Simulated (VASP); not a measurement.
A run of VASP 6.6.1:

File INCAR:

```
ALGO     = Normal         # electronic algorithm
EDIFF    = 1E-7           # SCF threshold, eV
ENCUT    = 520            # plane-wave cutoff, eV
GGA      = PE             # functional
ISIF     = 2              # what is computed and relaxed
ISMEAR   = -1             # smearing method
LASPH    = T              # aspherical terms in the spheres
LCHARG   = F              # write CHGCAR
LREAL    = F              # projectors in reciprocal space
LWAVE    = F              # write WAVECAR
NBANDS   = 16             # bands
NELM     = 100            # most SCF steps
PREC     = Accurate       # precision mode
SIGMA    = 0.1            # smearing width, eV
```

KPOINTS

```
k-points
0
Gamma
  14 14 14
```

Contents of POSCAR:

```
RhC
1.0
    0.0000000000      2.1700609753      2.1700609753
    2.1700609753      0.0000000000      2.1700609753
    2.1700609753      2.1700609753      0.0000000000
Rh C
1 1
Direct
    0.0000000000      0.0000000000      0.0000000000
    0.2500000000      0.2500000000      0.2500000000
```

Potentials or basis: VASP PAW PBE potentials, release 64 (Rh_pv, C).

Launch:

```console
$ cat potpaw_PBE.64/Rh_pv/POTCAR potpaw_PBE.64/C/POTCAR > POTCAR
$ mpirun -np 1 vasp_std > vasp.out
```

Hardware: 1 thread of Intel Xeon 8259CL (shared host).

Q: Estimate the wall time of this run.

A: It took 37 s on 1 thread of Intel Xeon 8259CL (shared host), peak memory 0.16 GiB. Counts: scf iterations 14, k points 104.
